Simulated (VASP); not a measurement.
Here is a VASP 6.6.1 calculation.

Contents of INCAR:

```
SYSTEM = Rb
ALGO = Fast
EDIFF = 1E-6
ENCUT = 520
GGA = PE
ISIF = 2
ISMEAR = 0
LASPH = .TRUE.
LCHARG = .FALSE.
LREAL = .FALSE.
LWAVE = .FALSE.
NBANDS = 10
NELM = 60
PREC = Accurate
SIGMA = 0.1
```

File KPOINTS:

```
k-points
0
G
  12 12 12
  0 0 0
```

The input POSCAR:

```
Rb
1.0
    4.4714071209      0.0000000000      0.0000000000
    0.0000000000      4.4829406520      0.0000000000
    0.0000000000      0.0000000000      4.4919326254
Rb
1
Direct
    0.0000000000      0.0000000000      0.0000000000
```

Potentials or basis: VASP PAW PBE potentials, release 64 (Rb_sv).

Run with:

```console
$ cat potpaw_PBE.64/Rb_sv/POTCAR > POTCAR
$ mpirun -np 1 vasp_std > vasp.out
```

Q: What does it give for the band gap on the k mesh?

A: Zero (an odd number of electrons rules out a gap without spin polarisation).

Q: What does it give for the pressure?

A: 0.2 GPa.
